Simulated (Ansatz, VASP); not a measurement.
One calculation of AlN, two programs

```
CELL_PARAMETERS angstrom
-1.65675 2.86957 0.00000
0.00000 0.00000 4.18746
4.97025 2.86957 0.00000
ATOMIC_POSITIONS crystal
Al 0.56586 0.75000 0.18862
Al 0.00000 0.75000 0.66667
Al 0.00000 0.25000 0.33333
Al 0.50000 0.25000 0.83333
N 0.50000 0.25000 0.16667
N 0.00000 0.25000 0.66667
N 0.00000 0.75000 0.33333
N 0.50000 0.75000 0.83333
```

Alike in both runs: task single point; functional PBE; k mesh 8 × 6 × 4; occupations gaussian, width 0.05 eV; no spin polarisation.

|  | VASP | Ansatz |
| --- | --- | --- |
| version | VASP 6.6.1 | Ansatz 0.2.0 |
| potentials or method | VASP PAW PBE potentials, release 64 (Al, N), cutoff 520 eV | scalar-relativistic, plane waves, PAW |
| valence electrons in the cell | 32 | 32 |

Ansatz gave:

```
gap on the k mesh at the Fermi level (eV)                     : 3.15
least direct gap on the mesh (eV)                             : 3.15
pressure (GPa)                                                : 3.4
traceless stress, the component that is largest in VASP (GPa) : 10.02
rms of the force components (eV/Å)                            : 1.779
```

**Question.** Estimate VASP's values.

**Answer.** gap on the k mesh at the Fermi level (eV): 3.16; least direct gap on the mesh (eV): 3.16; pressure (GPa): 3.2; traceless stress, the component that is largest in VASP (GPa): 10.00; rms of the force components (eV/Å): 1.783.

Atom by atom the forces differ by 0.005 eV/Å (rms over components).
